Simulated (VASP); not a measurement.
# CdTe (F-43m) in VASP: a series of runs

The runs below take CdTe through relaxation of cell and atoms, single point, with PBEsol.

Program: VASP 6.6.1. These are calculated values, not measurements. Logs are shortened: lines on timing, memory, paths and dates and some standing lists are left out, and cuts for length are marked.

## 1. The cell of the first run

It takes space group F-43m (No. 216, cubic). The conventional cell has a = 6.410 Å, b = 6.410 Å, c = 6.410 Å, α = 90.00°, β = 90.00°, γ = 90.00°. Cd (site symmetry -43m) has 4 Te at 2.78 Å within 3.7 Å. Within 3.7 Å of Te (site symmetry -43m) lie 4 Cd at 2.78 Å.

## 2. Relaxation of cell and atoms, PBEsol

INCAR

```
  PREC = Accurate
  ENCUT = 600
  EDIFF = 1E-6
  ISMEAR = -1
  SIGMA = 0.1
  LREAL = False
  LASPH = True
  NELM = 100
  ALGO = Normal
  ISIF = 3
  LWAVE = False
  LCHARG = False
  GGA = PS
  IBRION = 2
  NSW = 100
  EDIFFG = -0.002
```

KPOINTS

```
regular mesh
0
Gamma
  10 10 10
```

POSCAR

```
CdTe
1.0
    3.2050000000      3.2050000000      0.0000000000
   -3.2050000000      3.2050000000      0.0000000000
    0.0000000000      3.2050000000      3.2050000000
Cd Te
1 1
Direct
    0.0000000000      0.0000000000      0.0000000000
    0.7500000000      0.2500000000      0.5000000000
```

Potentials or basis: VASP PAW PBE potentials, release 64 (Cd, Te).

Run with:

```
$ cat potpaw_PBE.64/Cd/POTCAR potpaw_PBE.64/Te/POTCAR > POTCAR
$ mpirun -np 1 vasp_std > vasp.out
```

OUTCAR:

```text
PREC = Accurate
   ENCUT = 600
   EDIFF = 1E-6
   ISMEAR = -1
   LREAL = False
   LASPH = True
   NELM = 100
   ISIF = 3
   GGA = PS
   IBRION = 2
   NSW = 100
   EDIFFG = -0.002

 ion  position               nearest neighbor table
   1  0.000  0.000  0.000-   2 2.78   2 2.78   2 2.78   2 2.78
   2  0.750  0.250  0.500-   1 2.78   1 2.78   1 2.78   1 2.78

  LATTYP: Found a face centered cubic cell.
 ALAT       =     6.4100000000

  Lattice vectors:

 A1 = (   0.0000000000,   3.2050000000,   3.2050000000)
 A2 = (   3.2050000000,   0.0000000000,   3.2050000000)
 A3 = (   3.2050000000,   3.2050000000,   0.0000000000)

Analysis of symmetry for initial positions (statically):
=====================================================================
 Subroutine PRICEL returns:
 Original cell was already a primitive cell.

 Routine SETGRP: Setting up the symmetry group for a
 face centered cubic supercell.

 Subroutine GETGRP returns: Found 24 space group operations
 (whereof 24 operations were pure point group operations)
 out of a pool of 48 trial point group operations.

The static configuration has the point symmetry T_d .

Analysis of symmetry for dynamics (positions and initial velocities):
=====================================================================
 Subroutine PRICEL returns:
 Original cell was already a primitive cell.

 Routine SETGRP: Setting up the symmetry group for a
 face centered cubic supercell.

 Subroutine GETGRP returns: Found 24 space group operations
 (whereof 24 operations were pure point group operations)
 out of a pool of 48 trial point group operations.

The dynamic configuration has the point symmetry T_d .

 Subroutine INISYM returns: Found 24 space group operations
 (whereof 24 operations are pure point group operations),
 and found     1 'primitive' translations

----------------------------------------------------------------------------------------

                                     Primitive cell

  volume of cell :      65.8437

  direct lattice vectors                    reciprocal lattice vectors
     3.205000000  3.205000000  0.000000000     0.156006240  0.156006240 -0.156006240
    -3.205000000  3.205000000  0.000000000    -0.156006240  0.156006240 -0.156006240
     0.000000000  3.205000000  3.205000000     0.000000000  0.000000000  0.312012480

  length of vectors
     4.532554467  4.532554467  4.532554467     0.270210734  0.270210734  0.312012480

  position of ions in fractional coordinates (direct lattice)
     0.000000000  0.000000000  0.000000000
     0.750000000  0.250000000  0.500000000

  ion indices of the primitive-cell ions
   primitive index   ion index
                 1           1
                 2           2

----------------------------------------------------------------------------------------

 KPOINTS: regular mesh

Automatic generation of k-mesh.
 Grid dimensions read from file:
 generate k-points for:   10   10   10

 Generating k-lattice:

  Cartesian coordinates                     Fractional coordinates (reciprocal lattice)
     0.015600624  0.015600624 -0.015600624     0.100000000  0.000000000  0.000000000
    -0.015600624  0.015600624 -0.015600624     0.000000000  0.100000000  0.000000000
     0.000000000  0.000000000  0.031201248     0.000000000  0.000000000  0.100000000

  Length of vectors
     0.027021073  0.027021073  0.031201248

  Shift w.r.t. Gamma in fractional coordinates (k-lattice)
     0.000000000  0.000000000  0.000000000

 Subroutine IBZKPT returns following result:
 ===========================================

 Found     47 irreducible k-points:

 Following reciprocal coordinates:
            Coordinates               Weight
  0.000000  0.000000  0.000000      1.000000
  0.100000  0.000000  0.000000      8.000000
  0.200000  0.000000  0.000000      8.000000
  0.300000  0.000000  0.000000      8.000000
  0.400000  0.000000  0.000000      8.000000
  0.500000  0.000000  0.000000      4.000000
[... 16 lines left out ...]
  0.300000  0.300000  0.000000     12.000000
  0.400000  0.300000  0.000000     24.000000
 [... further k-points ...]
   k-points           NKPTS =     47   k-points in BZ     NKDIM =     47   number of bands    NBANDS=     13
   number of dos      NEDOS =    301   number of ions     NIONS =      2
   total plane-waves  NPLWV =  46656
   dimension x,y,z NGX =    36 NGY =   36 NGZ =   36
   dimension x,y,z NGXF=    72 NGYF=   72 NGZF=   72
   ions per type =               1   1
   NGX,Y,Z   is equivalent  to a cutoff of  13.20, 13.20, 13.20 a.u.
   NGXF,Y,Z  is equivalent  to a cutoff of  26.41, 26.41, 26.41 a.u.
 SYSTEM =  unknown system
   PREC   = accura    normal or accurate (medium, high low for compatibility)
   ISTART =      0    job   : 0-new  1-cont  2-samecut
   ICHARG =      2    charge: 1-file 2-atom 10-const
   ISPIN  =      1    spin polarized calculation?
   LNONCOLLINEAR =      F non collinear calculations
   LSORBIT =      F    spin-orbit coupling
   LASPH  =      T    aspherical Exc in radial PAW
   ENCUT  =  600.0 eV  44.10 Ry    6.64 a.u.   9.05  9.05  9.05*2*pi/ulx,y,z
   NELM   =    100;   NELMIN=  2; NELMDL= -5     # of ELM steps
   EDIFF  = 0.1E-05   stopping-criterion for ELM
   LREAL  =      F    real-space projection
   EDIFFG = -.2E-02   stopping-criterion for IOM
   NSW    =    100    number of steps for IOM
   IBRION =      2    ionic relax: 0-MD 1-quasi-New 2-CG
   NFREE  =      1    steps in history (QN), initial steepest desc. (CG)
   ISIF   =      3    stress and relaxation
   ISYM   =      2    0-nonsym 1-usesym 2-fastsym
   POTIM  = 0.5000    time-step for ionic-motion
   TEBEG  =    0.0;   TEEND  =   0.0 temperature during run
   PSTRESS=    0.0 pullay stress
   NELECT =      18.0000    total number of electrons
   NUPDOWN=      -1.0000    fix difference up-down
   EMIN   =  10.00;   EMAX   =-10.00  energy-range for DOS
   EFERMI =   0.00;   METHOD = LEGACY
   ISMEAR =    -1;   SIGMA  =   0.10  broadening in eV -4-tet -1-fermi 0-gaus
   EFERMI_NEDOS =   21; number of points for ismear=-14 and -15
   IALGO  =     38    algorithm
   IMIX   =      4    mixing-type and parameters
     AMIX     =   0.40;   BMIX     =  1.00
     AMIX_MAG =   1.60;   BMIX_MAG =  1.00
  volume/ion in A,a.u.               =      32.92       222.17
  Fermi-wavevector in a.u.,A,eV,Ry     =   1.062497  2.007828 15.359610  1.128899
  Thomas-Fermi vector in A             =   2.197950
   LORBIT       =      0    0 simple, 1 ext, 2 COOP (PROOUT), +10 PAW based schemes
   GGA     = PS    functional components
   LHFCALC =     F    Hartree Fock is set to
   AEXX    =    0.0000 exact exchange contribution
   IVDW    =     0    specifies the selected vdW correction
   LEPSILON=     F    determine dielectric tensor
   LRPA    =     F    only Hartree local field effects (RPA)
 conjugate gradient relaxation of ions
 non-spin polarized calculation
  energy-cutoff  :      600.00
  volume of cell :       65.84
 maximum number of plane-waves:      2210
   NGX = 19   NGY = 19   NGZ = 19

--------------------------------------- Ionic step        1  -------------------------------------------

 number of electron      17.9999995 magnetization

 Free energy of the ion-electron system (eV)
  ---------------------------------------------------
  ext. energy  EPLUGINS =         0.00000000
  ---------------------------------------------------
  free energy    TOTEN  =        -5.47521997 eV

  energy without entropy =       -5.47503664  energy(sigma->0) =       -5.47512830

------------------------ aborting loop because EDIFF is reached ----------------------------------------

  FORCE on cell =-STRESS in cart. coord.  units (eV):
  Direction    XX          YY          ZZ          XY          YZ          ZX
  --------------------------------------------------------------------------------------
  -------------------------------------------------------------------------------------
  Total        0.7451672      0.7451672      0.7451672      0.0000000     -0.0000000      0.0000000
  in kB       18.1321871     18.1321871     18.1321871      0.0000000     -0.0000000      0.0000000
  external PRESSURE =      18.1321871 kB  Pullay stress =       0.0000000 kB
[... 57 lines left out ...]
  energy  without entropy=       -5.4878211801  energy(sigma->0) =       -5.48799912

--------------------------------------- Ionic step        3  -------------------------------------------

 number of electron      17.9999998 magnetization

 Free energy of the ion-electron system (eV)
  ---------------------------------------------------
  ext. energy  EPLUGINS =         0.00000000
  ---------------------------------------------------
  free energy    TOTEN  =        -5.48977563 eV

  energy without entropy =       -5.48947278  energy(sigma->0) =       -5.48962420

 E-fermi :   2.6195     XC(G=0):  -8.7511

 val. band max:        2.1491563013   @ k =   0.0000   0.0000   0.0000
 cond. band min:       2.7918829812   @ k =   0.0000   0.0000   0.0000
 fundamental gap:      0.6427266800
 Fermi energy:         2.6194888151

 k-point     1 :       0.0000    0.0000    0.0000
  band No.  band energies     occupation
      1      -9.0245      2.00000
      2      -6.0820      2.00000
      3      -6.0820      2.00000
      4      -6.0820      2.00000
      5      -5.8219      2.00000
      6      -5.8219      2.00000
      7       2.1492      1.98203
      8       2.1492      1.98203
      9       2.1492      1.98203
     10       2.7919      0.30273
     11       6.7005      0.00000
     12       6.7005      0.00000
     13       6.7005      0.00000
[... 353 lines left out ...]
 k-point    24 :       0.4000    0.3000    0.0000
  band No.  band energies     occupation
      1      -8.5309      2.00000
      2      -5.9798      2.00000
      3      -5.9579      2.00000
      4      -5.8558      2.00000
      5      -5.8128      2.00000
      6      -5.3301      2.00000
      7      -2.0423      2.00000
      8      -0.3712      2.00000
      9       0.7584      2.00000
     10       5.0657      0.00000
     11       6.9794      0.00000
     12       8.8304      0.00000
     13       9.0253      0.00000

 [... further k-points ...]
[... 5 lines left out ...]
  --------------------------------------------------------------------------------------
  -------------------------------------------------------------------------------------
  Total       -0.0021590     -0.0021590     -0.0021590      0.0000000     -0.0000000     -0.0000000
  in kB       -0.0504829     -0.0504829     -0.0504829      0.0000000     -0.0000000     -0.0000000
  external PRESSURE =      -0.0504829 kB  Pullay stress =       0.0000000 kB
[... 17 lines left out ...]
  FREE ENERGIE OF THE ION-ELECTRON SYSTEM (eV)
  ---------------------------------------------------
  free  energy   TOTEN  =        -5.4897756322 eV

  energy  without entropy=       -5.4894727753  energy(sigma->0) =       -5.48962420

 reached required accuracy - stopping structural energy minimisation
```

Run time: 38 s. Hardware: 1 thread of Intel Xeon 6975P-C (Granite Rapids), shared host; peak memory 0.25 GiB.

Results:

```yaml
Free_energy: -5.4898 eV
Relaxed_volume: 34.26 Å³/atom
Relaxed_cell: a = 4.593 Å, b = 4.593 Å, c = 4.593 Å, α = 60.00°, β = 60.00°, γ = 90.00°
Space_group_after_relaxing_to_0.05_Å: F-43m (No. 216)
Energy_gained_by_relaxing: 7.3 meV/atom
Ionic_steps: 3
Pressure_after_relaxing: 0.0 GPa
Band_gap_on_the_k_mesh: 0.64 eV, direct
```

Step by step:
```csv
step,energy change (eV),largest force (eV/Å),pressure (GPa),volume (Å³)
1,0.0000,0.0000,1.81,65.84
2,-0.0130,0.0000,-0.54,69.46
3,-0.0146,0.0000,-0.01,68.52
```

Final structure:
```
Cd Te
1.0
     3.24783    3.24783    0.00000
    -3.24783    3.24783    0.00000
     0.00000    3.24783    3.24783
Cd Te
1 1
Cartesian
  0.0000 0.0000 0.0000
  1.6239 4.8717 1.6239
```

Caveat: the PAW data sets were made with another functional, which shifts forces and pressure a little; spin-orbit coupling is left out, which moves the levels of the heavy elements. Zero-point motion and thermal expansion aren't in these numbers.

## 3. Single point, PBEsol, non-collinear spin, zero start, spin-orbit coupling

This run uses another cell than the first one, of 36.12 Å³/atom, 1.097 times its volume.

INCAR

```
PREC = Accurate
ENCUT = 520
EDIFF = 1E-6
ISMEAR = 0
SIGMA = 0.01
LREAL = F
LASPH = T
NELM = 150
ALGO = Normal
ISIF = 2
LWAVE = F
LCHARG = F
MAGMOM = 0 0 0 0 0 0
LORBIT = 11
LSORBIT = T
GGA_COMPAT = F
LORBMOM = T
GGA = PS
NBANDS = 30
```

KPOINTS

```
Automatic mesh
0
Gamma
  6 6 6
```

POSCAR

```
CdTe
1.0
    3.3054934860      3.3054934860      0.0000000000
   -3.3054934860      3.3054934860      0.0000000000
    0.0000000000      3.3054934860      3.3054934860
Cd Te
1 1
Direct
    0.0000000000      0.0000000000      0.0000000000
    0.7500000000      0.2500000000      0.5000000000
```

Potentials or basis: VASP PAW PBE potentials, release 64 (Cd, Te).

Run with:

```
$ cat potpaw_PBE.64/Cd/POTCAR potpaw_PBE.64/Te/POTCAR > POTCAR
$ mpirun -np 1 vasp_ncl > vasp.out
```

It took 47 s on 1 thread of Intel Xeon 6975P-C (Granite Rapids), shared host; peak memory 0.41 GiB.

The run converged. Its results:

```yaml
Free_energy: -5.5897 eV
Pressure: -1.8 GPa
Net_moment: 0.00 μB per cell
Valence_electrons_inside_the_program's_atomic_spheres: Cd 10.28; Te 3.39
```

Moments on the atoms (μB; x, y, z):
```
Cd  0.00 0.00 0.00
Te  0.00 0.00 0.00
```

Caveat: the PAW data sets were made with another functional, which shifts forces and pressure a little.

## 4. Relaxation of cell and atoms, PBEsol, target pressure 15 GPa, at which the enthalpy is minimised

This run uses another cell than the first one, of 34.16 Å³/atom, 1.038 times its volume.

INCAR

```
ALGO = Normal
EDIFF = 1E-6
EDIFFG = -0.002
ENCUT = 600
GGA = PS
IBRION = 2
ISIF = 3
ISMEAR = 0
LASPH = T
LCHARG = F
LREAL = F
LWAVE = F
NELM = 60
NSW = 100
PREC = Accurate
PSTRESS = 150.0
SIGMA = 0.01
```

KPOINTS

```
k-points
0
Gamma
  6 6 6
```

POSCAR

```
CdTe
1.0
    3.2447046504      3.2447046504      0.0000000000
   -3.2447046504      3.2447046504      0.0000000000
    0.0000000000      3.2447046504      3.2447046504
Cd Te
1 1
Direct
    0.0000000000      0.0000000000      0.0000000000
    0.7500000000      0.2500000000      0.5000000000
```

Run with:

```
$ cat potpaw_PBE.64/Cd/POTCAR potpaw_PBE.64/Te/POTCAR > POTCAR
$ mpirun -np 1 vasp_std > vasp.out
```

Run time: 54 s. Hardware: 1 thread of Intel Xeon 6975P-C (Granite Rapids), shared host; peak memory 0.25 GiB.

It converged, with:

```
Free energy                                            : -4.9774 eV
Relaxed volume                                         : 27.62 Å³/atom
Relaxed cell                                           : a = 4.275 Å, b = 4.275 Å, c = 4.275 Å, α = 60.00°, β = 60.00°, γ = 90.00°
Space group after relaxing (to 0.05 Å)                 : F-43m (No. 216)
Energy change on relaxing (the enthalpy is what falls) : +253.0 meV/atom
Ionic steps                                            : 5
Pressure after relaxing                                : 15.0 GPa
Band gap on the k mesh                                 : 1.30 eV, direct
```

The path:
```tsv
step	energy change (eV)	largest force (eV/Å)	pressure (GPa)	volume (Å³)
1	0.0000	0.0000	0.14	68.32
2	3.5933	0.0000	68.85	41.54
3	0.4299	0.0000	13.45	56.10
4	0.4820	0.0000	14.52	55.50
5	0.5061	0.0000	14.99	55.24
```

Final structure:
```yaml
crystal:
  lattice:
    - [3.02282, 3.02282, 0.00000]
    - [-3.02282, 3.02282, 0.00000]
    - [0.00000, 3.02282, 3.02282]
  atoms:
    - { symbol: Cd, position: [0.00000, 0.00000, 0.00000] }
    - { symbol: Te, position: [0.75000, 0.25000, 0.50000] }
```

Levels at points of the mesh, in eV from the valence-band top:
```tsv
k point	band 5	band 6	band 7	band 8	band 9	band 10	band 11	band 12	band 13
(0.00, 0.00, 0.00)	-8.80	-8.80	0.00	0.00	0.00	1.30	4.31	4.31	4.31
(0.50, 0.00, 0.00)	-8.79	-8.26	-5.88	-1.16	-1.16	1.89	4.96	4.96	6.81
(0.50, 0.50, 0.00)	-8.75	-8.04	-5.50	-2.74	-2.74	1.93	2.38	10.00	10.13
```

Caveat: the cell is relaxed towards a set pressure, so the enthalpy falls and the energy may rise; the volume moved by over 15 % at a fixed basis, so the end points are rough; the PAW data sets were made with another functional, which shifts forces and pressure a little; spin-orbit coupling is left out, which moves the levels of the heavy elements.

## 5. The runs side by side

```csv
task,spin,cell,k mesh,cutoff (eV),smearing,gap on the mesh (eV),pressure (GPa)
relaxation of cell and atoms,off,"relaxed from a = 4.533 Å, angles 60.0, 60.0, 90.0°, 2 atoms",10 × 10 × 10,600,fermi-dirac 0.1 eV,0.64,0.0
single point,"non-collinear, zero start, SOC","a = 4.675 Å, angles 60.0, 60.0, 90.0°, 2 atoms",6 × 6 × 6,520,gaussian 0.01 eV,-,-1.8
relaxation of cell and atoms,off,"relaxed to 15 GPa from a = 4.589 Å, angles 60.0, 60.0, 90.0°, 2 atoms",6 × 6 × 6,600,gaussian 0.01 eV,1.30,15.0
```

Alike in all rows: level PBEsol; potentials or basis VASP PAW PBE potentials, release 64 (Cd, Te).

Caveats: the PAW data sets were made with another functional, which shifts forces and pressure a little; spin-orbit coupling is left out, which moves the levels of the heavy elements (some runs); the cell is relaxed towards a set pressure, so the enthalpy falls and the energy may rise (some runs); the volume moved by over 15 % at a fixed basis, so the end points are rough (some runs).

Absolute energies hang on the potentials; compare differences alone.
